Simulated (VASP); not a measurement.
# HfSi (Pnma) in VASP: a series of runs, part 2 of 2

VASP 6.6.1.

## Step 3: Single point, r2SCAN

This run uses another cell than the first one, of 16.97 Å³/atom.

POSCAR reads:

```
HfSi
1.0
    6.8890000000      0.0000000000      0.0000000000
    0.0000000000      3.7720000000      0.0000000000
    0.0000000000      0.0000000000      5.2230000000
Hf Si
4 4
Direct
    0.1780000000      0.2500000000      0.1240000000
    0.3220000000      0.7500000000      0.6240000000
    0.6780000000      0.2500000000      0.3760000000
    0.8220000000      0.7500000000      0.8760000000
    0.0400000000      0.2500000000      0.6300000000
    0.4600000000      0.7500000000      0.1300000000
    0.5400000000      0.2500000000      0.8700000000
    0.9600000000      0.7500000000      0.3700000000
```

INCAR.step1 reads:

```
SYSTEM = HfSi
ALGO = Normal
EDIFF = 1E-4
ENCUT = 520
GGA = PE
ISMEAR = 0
LASPH = .TRUE.
LCHARG = .FALSE.
LREAL = .FALSE.
LWAVE = .TRUE.
NBANDS = 38
NELM = 60
PREC = Accurate
SIGMA = 0.1
```

INCAR.step2 reads:

```
SYSTEM = HfSi
ALGO = Normal
EDIFF = 1E-6
ENCUT = 520
ISIF = 2
ISMEAR = 0
ISTART = 1
LASPH = .TRUE.
LCHARG = .FALSE.
LMIXTAU = .TRUE.
LREAL = .FALSE.
LWAVE = .FALSE.
METAGGA = R2SCAN
NBANDS = 38
NELM = 60
PREC = Accurate
SIGMA = 0.1
```

KPOINTS reads:

```
k-points
0
G
  4 6 4
  0 0 0
```

Potentials or basis: VASP PAW PBE potentials, release 64 (Hf_pv, Si).

The run is started by

```
$ cat potpaw_PBE.64/Hf_pv/POTCAR potpaw_PBE.64/Si/POTCAR > POTCAR
$ cp INCAR.step1 INCAR
$ mpirun -np 1 vasp_std > vasp.out
$ cp INCAR.step2 INCAR
$ mpirun -np 1 vasp_std > vasp.out
```

OUTCAR:

```text
SYSTEM = HfSi
   EDIFF = 1E-6
   ENCUT = 520
   ISIF = 2
   ISMEAR = 0
   ISTART = 1
   LASPH = .TRUE.
   LREAL = .FALSE.
   METAGGA = R2SCAN
   NELM = 60
   PREC = Accurate

 ion  position               nearest neighbor table
   1  0.178  0.250  0.124-   6 2.71   6 2.71   8 2.73   8 2.73   5 2.75   5 2.81   7 2.82   4 3.35
                             4 3.35   2 3.37   2 3.37   2 3.37   2 3.37   3 3.69   3 3.69
   2  0.322  0.750  0.624-   5 2.71   5 2.71   7 2.73   7 2.73   6 2.75   6 2.81   8 2.82   3 3.35
                             3 3.35   1 3.37   1 3.37   1 3.37   1 3.37   4 3.69   4 3.69
   3  0.678  0.250  0.376-   8 2.71   8 2.71   6 2.73   6 2.73   7 2.75   7 2.81   5 2.82   2 3.35
                             2 3.35   4 3.37   4 3.37   4 3.37   4 3.37   1 3.69   1 3.69
   4  0.822  0.750  0.876-   7 2.71   7 2.71   5 2.73   5 2.73   8 2.75   8 2.81   6 2.82   1 3.35
                             1 3.35   3 3.37   3 3.37   3 3.37   3 3.37   2 3.69   2 3.69
   5  0.040  0.250  0.630-   8 2.39   8 2.39   2 2.71   2 2.71   4 2.73   4 2.73   1 2.75   1 2.81
                             3 2.82
   6  0.460  0.750  0.130-   7 2.39   7 2.39   1 2.71   1 2.71   3 2.73   3 2.73   2 2.75   2 2.81
                             4 2.82
   7  0.540  0.250  0.870-   6 2.39   6 2.39   4 2.71   4 2.71   2 2.73   2 2.73   3 2.75   3 2.81
                             1 2.82
   8  0.960  0.750  0.370-   5 2.39   5 2.39   3 2.71   3 2.71   1 2.73   1 2.73   4 2.75   4 2.81
                             2 2.82

  LATTYP: Found a simple orthorhombic cell.
 ALAT       =     3.7720000000
 B/A-ratio  =     1.3846765642
 C/A-ratio  =     1.8263520679

  Lattice vectors:

 A1 = (   0.0000000000,   3.7720000000,   0.0000000000)
 A2 = (   0.0000000000,   0.0000000000,   5.2230000000)
 A3 = (   6.8890000000,   0.0000000000,   0.0000000000)

Analysis of symmetry for initial positions (statically):
=====================================================================
 Subroutine PRICEL returns:
 Original cell was already a primitive cell.

 Routine SETGRP: Setting up the symmetry group for a
 simple orthorhombic supercell.

 Subroutine GETGRP returns: Found  8 space group operations
 (whereof  2 operations were pure point group operations)
 out of a pool of  8 trial point group operations.

The static configuration has the point symmetry S_2 .
 The point group associated with its full space group is D_2h.

Analysis of symmetry for dynamics (positions and initial velocities):
=====================================================================
 Subroutine PRICEL returns:
 Original cell was already a primitive cell.

 Routine SETGRP: Setting up the symmetry group for a
 simple orthorhombic supercell.

 Subroutine GETGRP returns: Found  8 space group operations
 (whereof  2 operations were pure point group operations)
 out of a pool of  8 trial point group operations.

The dynamic configuration has the point symmetry S_2 .
 The point group associated with its full space group is D_2h.

 Subroutine INISYM returns: Found  8 space group operations
 (whereof  2 operations are pure point group operations),
 and found     1 'primitive' translations

----------------------------------------------------------------------------------------

                                     Primitive cell

  volume of cell :     135.7213

  direct lattice vectors                    reciprocal lattice vectors
     6.889000000  0.000000000  0.000000000     0.145158949  0.000000000  0.000000000
[... 82 lines left out ...]
   total plane-waves  NPLWV =  60480
   dimension x,y,z NGX =    54 NGY =   28 NGZ =   40
   dimension x,y,z NGXF=   108 NGYF=   56 NGZF=   80
   ions per type =               4   4
   NGX,Y,Z   is equivalent  to a cutoff of  13.03, 12.34, 12.73 a.u.
   NGXF,Y,Z  is equivalent  to a cutoff of  26.06, 24.68, 25.46 a.u.
 SYSTEM =  HfSi
   PREC   = accura    normal or accurate (medium, high low for compatibility)
   ISTART =      1    job   : 0-new  1-cont  2-samecut
   ICHARG =      0    charge: 1-file 2-atom 10-const
   ISPIN  =      1    spin polarized calculation?
   LNONCOLLINEAR =      F non collinear calculations
   LSORBIT =      F    spin-orbit coupling
   LASPH  =      T    aspherical Exc in radial PAW
   ENCUT  =  520.0 eV  38.22 Ry    6.18 a.u.  12.81  7.01  9.71*2*pi/ulx,y,z
   NELM   =     60;   NELMIN=  2; NELMDL=  0     # of ELM steps
   EDIFF  = 0.1E-05   stopping-criterion for ELM
   LREAL  =      F    real-space projection
   EDIFFG = 0.1E-04   stopping-criterion for IOM
   NSW    =      0    number of steps for IOM
   IBRION =     -1    ionic relax: 0-MD 1-quasi-New 2-CG
   NFREE  =      0    steps in history (QN), initial steepest desc. (CG)
   ISIF   =      2    stress and relaxation
   ISYM   =      2    0-nonsym 1-usesym 2-fastsym
   POTIM  = 0.5000    time-step for ionic-motion
   TEBEG  =    0.0;   TEEND  =   0.0 temperature during run
   PSTRESS=    0.0 pullay stress
   NELECT =      56.0000    total number of electrons
   NUPDOWN=      -1.0000    fix difference up-down
   EMIN   =  10.00;   EMAX   =-10.00  energy-range for DOS
   EFERMI =   0.00;   METHOD = LEGACY
   ISMEAR =     0;   SIGMA  =   0.10  broadening in eV -4-tet -1-fermi 0-gaus
   EFERMI_NEDOS =   21; number of points for ismear=-14 and -15
   IALGO  =     38    algorithm
   IMIX   =      4    mixing-type and parameters
     AMIX     =   0.40;   BMIX     =  1.00
     AMIX_MAG =   1.60;   BMIX_MAG =  1.00
  volume/ion in A,a.u.               =      16.97       114.49
  Fermi-wavevector in a.u.,A,eV,Ry     =   1.218769  2.303140 20.210078  1.485399
  Thomas-Fermi vector in A             =   2.354044
   LORBIT       =      0    0 simple, 1 ext, 2 COOP (PROOUT), +10 PAW based schemes
   METAGGA = R2SCAN    functional components
   LHFCALC =     F    Hartree Fock is set to
   AEXX    =    0.0000 exact exchange contribution
   IVDW    =     0    specifies the selected vdW correction
   LEPSILON=     F    determine dielectric tensor
   LRPA    =     F    only Hartree local field effects (RPA)
 non-spin polarized calculation
 Gauss-broadening in eV      SIGMA  =   0.10
  energy-cutoff  :      520.00
  volume of cell :      135.72
 maximum number of plane-waves:      3688
 NGX is ok and might be reduce to    54
   NGX = 25   NGY = 15   NGZ = 19

 number of electron      56.0000005 magnetization

 Free energy of the ion-electron system (eV)
  ---------------------------------------------------
  ext. energy  EPLUGINS =         0.00000000
  ---------------------------------------------------
  free energy    TOTEN  =      -222.47266781 eV

  energy without entropy =     -222.46542594  energy(sigma->0) =     -222.46904688

 E-fermi :   7.5817     XC(G=0): -12.3996

 val. band max:        7.5709548645   @ k =   0.0000   0.5000   0.5000
 cond. band min:       7.6509198134   @ k =   0.5000   0.0000   0.0000
 fundamental gap:      0.0799649489
 Fermi energy:         7.5816573112

 k-point     1 :       0.0000    0.0000    0.0000
  band No.  band energies     occupation
      1     -24.3859      2.00000
      2     -24.3810      2.00000
      3     -24.3186      2.00000
      4     -24.2553      2.00000
      5     -24.2510      2.00000
      6     -24.2306      2.00000
[... 973 lines left out ...]
     37      11.5968      0.00000
     38      11.5968      0.00000

 [... further k-points ...]

------------------------ aborting loop because EDIFF is reached ----------------------------------------

  FORCE on cell =-STRESS in cart. coord.  units (eV):
  Direction    XX          YY          ZZ          XY          YZ          ZX
  --------------------------------------------------------------------------------------
  -------------------------------------------------------------------------------------
  Total       -0.6805981     -0.2317291     -0.7052593      0.0000000      0.0000000      0.0000000
  in kB       -8.0343995     -2.7355410     -8.3255224      0.0000000      0.0000000      0.0000000
  external PRESSURE =      -6.3651543 kB  Pullay stress =       0.0000000 kB

 VOLUME and BASIS-vectors are now :
 -----------------------------------------------------------------------------
  energy-cutoff  :      520.00
  volume of cell :      135.72
      direct lattice vectors                 reciprocal lattice vectors
     6.889000000  0.000000000  0.000000000     0.145158949  0.000000000  0.000000000
     0.000000000  3.772000000  0.000000000     0.000000000  0.265111347  0.000000000
     0.000000000  0.000000000  5.223000000     0.000000000  0.000000000  0.191460846

 POSITION                                       TOTAL-FORCE (eV/Angst)
 -----------------------------------------------------------------------------------
      1.22624      0.94300      0.64765        -0.354016      0.000000     -0.063238
      2.21826      2.82900      3.25915         0.354016      0.000000     -0.063238
      4.67074      0.94300      1.96385        -0.354016     -0.000000      0.063238
      5.66276      2.82900      4.57535         0.354016      0.000000      0.063238
      0.27556      0.94300      3.29049         0.244228     -0.000000      0.855099
      3.16894      2.82900      0.67899        -0.244228      0.000000      0.855099
      3.72006      0.94300      4.54401         0.244228     -0.000000     -0.855099
      6.61344      2.82900      1.93251        -0.244228     -0.000000     -0.855099
 -----------------------------------------------------------------------------------
    total drift:                                0.000000     -0.000000      0.000000

  FREE ENERGIE OF THE ION-ELECTRON SYSTEM (eV)
  ---------------------------------------------------
  free  energy   TOTEN  =      -222.4726678129 eV

  energy  without entropy=     -222.4654259430  energy(sigma->0) =     -222.46904688
```

Wall time 8.1 min (1 thread of Intel Xeon Platinum 8488C (Sapphire Rapids), shared host); peak memory 0.34 GiB.

Results:

```
Free energy            : -222.4727 eV
Pressure               : -0.6 GPa
Largest force          : 0.889 eV/Å
Band gap on the k mesh : zero (bands 28 and 29 overlap by 0.51 eV)
```

Forces on the atoms (eV/Å):
```
Hf  -0.354  0.000 -0.063
Hf   0.354  0.000 -0.063
Hf  -0.354  0.000  0.063
Hf   0.354  0.000  0.063
Si   0.244  0.000  0.855
Si  -0.244  0.000  0.855
Si   0.244  0.000 -0.855
Si  -0.244  0.000 -0.855
```

Caveat: the PAW data sets were made with another functional, which shifts forces and pressure a little; spin-orbit coupling is left out, which moves the levels of the heavy elements.
